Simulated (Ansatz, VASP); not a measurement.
Two plane-wave programs on SiC

Contents of INCAR:

```
ALGO = Normal
EDIFF = 1E-6
ENCUT = 520
GGA = PE
ISIF = 2
ISMEAR = 0
LASPH = True
LCHARG = False
LREAL = False
LWAVE = False
NBANDS = 16
NELM = 100
PREC = Accurate
SIGMA = 0.01
```

The input KPOINTS:

```
k-points
0
Gamma
  9 9 4
```

POSCAR

```
SiC
1.0
    3.1525781211      0.0000000000      0.0000000000
   -1.5762890605      2.7302127402      0.0000000000
    0.0000000000      0.0000000000      5.1738134808
Si C
2 2
Direct
    0.3333333333      0.6666666667      0.4995817067
    0.6666666667      0.3333333333      0.9995817067
    0.3333333333      0.6666666667      0.8754182933
    0.6666666667      0.3333333333      0.3754182933
```

Input for Ansatz:

```yaml
crystal:
  lattice:
    - [3.1525781211, 0.0, 0.0]
    - [-1.5762890605, 2.7302127402, 0.0]
    - [0.0, 0.0, 5.1738134808]
  atoms:
    - { symbol: Si, position: [0.3333333333, 0.6666666667, 0.4995817067] }
    - { symbol: Si, position: [0.6666666667, 0.3333333333, 0.9995817067] }
    - { symbol: C, position: [0.3333333333, 0.6666666667, 0.8754182933] }
    - { symbol: C, position: [0.6666666667, 0.3333333333, 0.3754182933] }
kpoints:
  mp_grid: { grid: [9, 9, 4] }
hamiltonian:
  xc: pbe
scf:
  occupations: { method: fixed }
  n_extra_bands: 5
output:
  forces: true
  stress: true
  eigenvalues: true
```

Alike in both runs: task single point; functional PBE; k mesh 9 × 9 × 4; no spin polarisation.

```csv
,VASP,Ansatz
version,VASP 6.6.1,Ansatz 0.2.0
potentials or method,"VASP PAW PBE potentials, release 64 (Si, C)","plane waves, PAW"
plane-wave cutoff (eV),520,420
occupations,"gaussian, width 0.01 eV",fixed
valence electrons in the cell,16,16
```

```csv
,VASP,Ansatz,Ansatz less VASP
gap on the k mesh at the Fermi level (eV),2.40,2.41,+0.003
pressure (GPa),-11.1,-11.1,+0.03
"traceless stress, the component that is largest in VASP (GPa)",0.16,0.16,0.000
rms of the force components (eV/Å),0.007,0.007,+0.0001
```

Atom by atom the forces differ by 0.000 eV/Å (rms over components).
